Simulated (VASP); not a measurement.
Write the native input for VASP 6.6.1 that does the following.

```
Task                   : single point
Functional             : r2SCAN
Potentials or basis    : VASP PAW PBE potentials, release 64 (Na_pv, Te, Tl_d)
Cutoff                 : 520 eV
k mesh                 : 6 × 6 × 4
Occupations            : fermi-dirac, width 0.02 eV
Spin                   : no spin polarisation
Dipole correction      : no
Further INCAR settings : ALGO = Normal; EDIFF = 1e-06; NBANDS = 24
```

NaTlTe2:

```xyz
4
Lattice="4.6346 0.0000 0.0000 0.0000 4.6346 0.0000 0.0000 0.0000 7.4229" Properties=species:S:1:pos:R:3 pbc="T T T"
Na    0.0000    0.0000    0.0000
Te    0.0000    2.3173    1.9936
Te    2.3173    0.0000    5.4294
Tl    2.3173    2.3173    3.7115
```

The input as run:

POSCAR

```
NaTlTe2
1.0
    4.6345929456      0.0000000000      0.0000000000
    0.0000000000      4.6345929456      0.0000000000
    0.0000000000      0.0000000000      7.4229362640
Na Te Tl
1 2 1
Direct
    0.0000000000      0.0000000000      0.0000000000
    0.0000000000      0.5000000000      0.2685705920
    0.5000000000      0.0000000000      0.7314294080
    0.5000000000      0.5000000000      0.5000000000
```

INCAR.step1

```
SYSTEM = NaTlTe2
PREC = Accurate
ENCUT = 520
ISMEAR = -1
SIGMA = 0.02
LREAL = .False.
LASPH = .True.
NELM = 80
NBANDS = 24
GGA = PE
ALGO = Normal
EDIFF = 1E-4
LWAVE = .True.
LCHARG = .False.
```

INCAR.step2

```
SYSTEM = NaTlTe2
PREC = Accurate
ENCUT = 520
EDIFF = 1E-6
ISMEAR = -1
SIGMA = 0.02
LREAL = .False.
LASPH = .True.
NELM = 80
ALGO = Normal
ISIF = 2
LWAVE = .False.
LCHARG = .False.
METAGGA = R2SCAN
LMIXTAU = .True.
NBANDS = 24
ISTART = 1
```

KPOINTS

```
Automatic mesh
0
Gamma
  6 6 4
  0 0 0
```

Potentials or basis: VASP PAW PBE potentials, release 64 (Na_pv, Te, Tl_d).

Command:

```bash
$ cat potpaw_PBE.64/Na_pv/POTCAR potpaw_PBE.64/Te/POTCAR potpaw_PBE.64/Tl_d/POTCAR > POTCAR
$ cp INCAR.step1 INCAR
$ mpirun -np 1 vasp_std > vasp.out
$ cp INCAR.step2 INCAR
$ mpirun -np 1 vasp_std > vasp.out
```

It gave:

```json
{"Pressure": "0.0 GPa", "Largest force": "0.009 eV/Å", "Band gap on the k mesh": "0.29 eV"}
```

Caveat: the PAW data sets were made with another functional, which shifts forces and pressure a little; spin-orbit coupling is left out, which moves the levels of the heavy elements.

Run time: 12 min on 1 thread of Oxide Virtual Turin-like Processor, with other jobs on the host, peak memory 0.32 GiB.
